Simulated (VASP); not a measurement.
Ti:

```xyz
1
Lattice="-1.6051 1.6051 1.6051 1.6051 -1.6051 1.6051 1.6051 1.6051 -1.6051" Properties=species:S:1:pos:R:3 pbc="T T T"
Ti    0.0000    0.0000    0.0000
```

Base run:

| Quantity | Value |
| --- | --- |
| Program | VASP 6.6.1 |
| Functional | PBEsol |
| Potentials or basis | VASP PAW PBE potentials, release 64 (Ti_sv) |
| Cutoff | 520 eV |
| k mesh | 22 × 22 × 22 |
| Occupations | gaussian, width 0.15 eV |
| Spin | collinear spin, ferromagnetic start |
| Starting moments | [0.625] μB |
| Fixed moment | 0.625 μB |

Its results: pressure 0.9 GPa; site moments Ti +0.44 μB.

Task: The run is repeated on the same cell with these changes: fixed moment from 0.625 μB to 0.875 μB; moments at the start from [0.62] to [0.88]. What comes out?

Result: Pressure 1.8 GPa; site moments Ti +0.62 μB.

Caveats: the PAW data sets were made with another functional, which shifts forces and pressure a little; the total moment is fixed, so each spin has its own Fermi level.
